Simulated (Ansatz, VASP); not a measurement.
**F: VASP beside Ansatz**

INCAR

```
PREC = Accurate ; ENCUT = 520
EDIFF = 1E-6 ; ISMEAR = -1
SIGMA = 0.08 ; LREAL = F
LASPH = T ; NELM = 60
ALGO = Normal ; ISIF = 2
LWAVE = F ; LCHARG = F
GGA = PE ; NBANDS = 10
```

The input KPOINTS:

```
Automatic mesh
0
Gamma
  24 24 24
```

POSCAR

```
F
1.0
    0.0000000000      1.2803323437      1.2803323437
    1.2803323437      0.0000000000      1.2803323437
    1.2803323437      1.2803323437      0.0000000000
F
1
Direct
    0.0000000000      0.0000000000      0.0000000000
```

Input for Ansatz:

```yaml
crystal:
  lattice:
    - [0.0, 1.2803323437, 1.2803323437]
    - [1.2803323437, 0.0, 1.2803323437]
    - [1.2803323437, 1.2803323437, 0.0]
  atoms:
    - { symbol: F, position: [0.0, 0.0, 0.0] }
kpoints:
  mp_grid: { grid: [24, 24, 24] }
scf:
  occupations: { method: fermi_dirac, width: 0.08 }
hamiltonian:
  xc: pbe
  pseudopotentials: { kind: paw }
output:
  forces: true
  stress: true
  eigenvalues: true
```

Change from the starting cell: volume scaled by 0.411, to set the pressure.

Alike in both runs: task single point; functional PBE; k mesh 24 × 24 × 24; occupations fermi-dirac, width 0.08 eV; no spin polarisation.

```csv
,VASP,Ansatz
version,VASP 6.6.1,Ansatz 0.2.0
potentials or method,"VASP PAW PBE potentials, release 64 (F)","PAW with Ansatz's default frozen-core files, scalar-relativistic"
plane-wave cutoff (eV),520,420
valence electrons in the cell,7,7
```

Ansatz gave:

| Quantity | Value |
| --- | --- |
| pressure (GPa) | 429.3 |

Task: Estimate VASP's values.

Result: Pressure (GPa): 429.9.

Both programs put the cell under a high pressure, so it lies far from rest at this level.

Noted on VASP's run: the cell as given lies far from equilibrium.
